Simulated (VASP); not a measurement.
Input of a VASP 6.6.1 run:

File INCAR:

```
SYSTEM = Mg
PREC = Accurate
ENCUT = 520
EDIFF = 1E-6
ISMEAR = -1
SIGMA = 0.05
LREAL = .FALSE.
LASPH = .TRUE.
NELM = 60
ALGO = Normal
ISIF = 2
LWAVE = .FALSE.
LCHARG = .FALSE.
NBANDS = 9
```

The input KPOINTS:

```
Automatic mesh
0
G
  10 10 5
  0 0 0
```

POSCAR

```
Mg
1.0
    3.1437856987      0.0000000000      0.0000000000
   -1.5718928494      2.7225982792      0.0000000000
    0.0000000000      0.0000000000      5.1039375022
Mg
2
Direct
    0.6666666667      0.3333333333      0.7500000000
    0.3333333333      0.6666666667      0.2500000000
```

Potentials or basis: VASP PAW LDA potentials, release 64 (Mg).

Command:

```bash
$ cat potpaw_LDA.64/Mg/POTCAR > POTCAR
$ mpirun -np 1 vasp_std > vasp.out
```

**Question.** Estimate the pressure.

**Answer.** -0.7 GPa.

**Question.** Predict the band gap on the k mesh.

**Answer.** Zero (band 2 reaches 3.40 eV, above the bottom of band 3 at 1.46 eV).

Stress tensor (GPa, compression positive):
```
-1.07  0.00  0.00
 0.00 -1.07  0.00
 0.00  0.00  0.12
```
